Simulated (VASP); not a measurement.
Wanted: the native input for a VASP 6.6.1 run.

* Task: single point
* Functional: PBEsol
* Potentials or basis: VASP PAW PBE potentials, release 64 (Si)
* Cutoff: 500 eV
* k mesh: 5 × 5 × 5
* Occupations: gaussian, width 0.15 eV
* Spin: no spin polarisation
* Dipole correction: no
* Further INCAR settings: ALGO = Normal; EDIFF = 1e-06; NBANDS = 21

The structure of Si lies in POSCAR:

```
Si
1.0
   -3.3360831900      3.3360831900      3.3360831900
    3.3360831900     -3.3360831900      3.3360831900
    3.3360831900      3.3360831900     -3.3360831900
Si
6
Direct
    0.7500000007      0.2500000007      0.5000000000
    0.7500000007      0.5000000000      0.2500000007
    0.5000000000      0.2500000007      0.7500000007
    0.2500000007      0.5000000000      0.7500000007
    0.2500000007      0.7500000007      0.5000000000
    0.5000000000      0.7500000007      0.2500000007
```

This isn't the form of Si at room conditions, which is diamond.

The input as run:

INCAR

```
PREC     = Accurate       # precision mode
ENCUT    = 500            # plane-wave cutoff, eV
EDIFF    = 1E-6           # SCF threshold, eV
ISMEAR   = 0              # smearing method
SIGMA    = 0.15           # smearing width, eV
LREAL    = False          # projectors in reciprocal space
LASPH    = True           # aspherical terms in the spheres
NELM     = 120            # most SCF steps
ALGO     = Normal         # electronic algorithm
ISIF     = 2              # what is computed and relaxed
LWAVE    = False          # write WAVECAR
LCHARG   = False          # write CHGCAR
GGA      = PS             # functional
NBANDS   = 21             # bands
GGA_COMPAT= False
```

KPOINTS

```
Automatic mesh
0
Gamma
  5 5 5
```

Potentials or basis: VASP PAW PBE potentials, release 64 (Si).

Command:

```bash
$ cat potpaw_PBE.64/Si/POTCAR > POTCAR
$ mpirun -np 1 vasp_std > vasp.out
```

It gave:

The pressure is 0.7 GPa. The band gap on the k mesh is 0.25 eV.

Caveat: the PAW data sets were made with another functional, which shifts forces and pressure a little; an odd mesh through Γ misses points on the zone boundary, where band edges can lie.

It took 18 s on 1 thread of Intel(R) Xeon(R) 6975P-C (Granite Rapids), on a shared host, peak memory 0.24 GiB.
